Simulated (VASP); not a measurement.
Al: single point with PBE

Al:

```
CELL_PARAMETERS angstrom
5.29279 0.00000 0.05966
0.00000 5.68022 0.00000
-1.73892 0.00000 2.23962
ATOMIC_POSITIONS crystal
Al 0.00000 0.50000 0.00000
Al 0.50000 0.75000 0.00000
Al 0.00000 0.00000 0.00000
Al 0.50000 0.25000 0.00000
```

```json
{"Program": "VASP 6.6.1", "Task": "single point", "Functional": "PBE", "Potentials or basis": "VASP PAW PBE potentials, release 64 (Al)", "Cutoff": "520 eV", "k mesh": "7 × 6 × 15", "Occupations": "gaussian, width 0.1 eV", "Spin": "no spin polarisation"}
```

* Pressure: -1.6 GPa
* Band gap on the k mesh: zero (band 6 reaches 9.21 eV, above the bottom of band 7 at 5.33 eV)

Stress tensor (GPa, compression positive):
```
-4.52  0.00 -0.01
 0.00 -0.13  0.00
-0.01  0.00 -0.01
```

Levels at points of the mesh, in eV from the Fermi level:
| k point | band 2 | band 3 | band 4 | band 5 | band 6 | band 7 | band 8 | band 9 | band 10 | band 11 |
| --- | --- | --- | --- | --- | --- | --- | --- | --- | --- | --- |
| (0.00, 0.00, 0.00) | -6.43 | -6.43 | -3.32 | -2.27 | 0.93 | 0.93 | 2.12 | 2.12 | 5.66 | 6.02 |
| (0.00, 0.50, 0.00) | -9.81 | -2.26 | -2.26 | -1.28 | -1.28 | -0.84 | -0.84 | 6.23 | 6.23 | 7.08 |

It took 100 s on 1 thread of Intel(R) Xeon(R) 6975P-C (Granite Rapids), with other jobs on the host, peak memory 0.29 GiB.
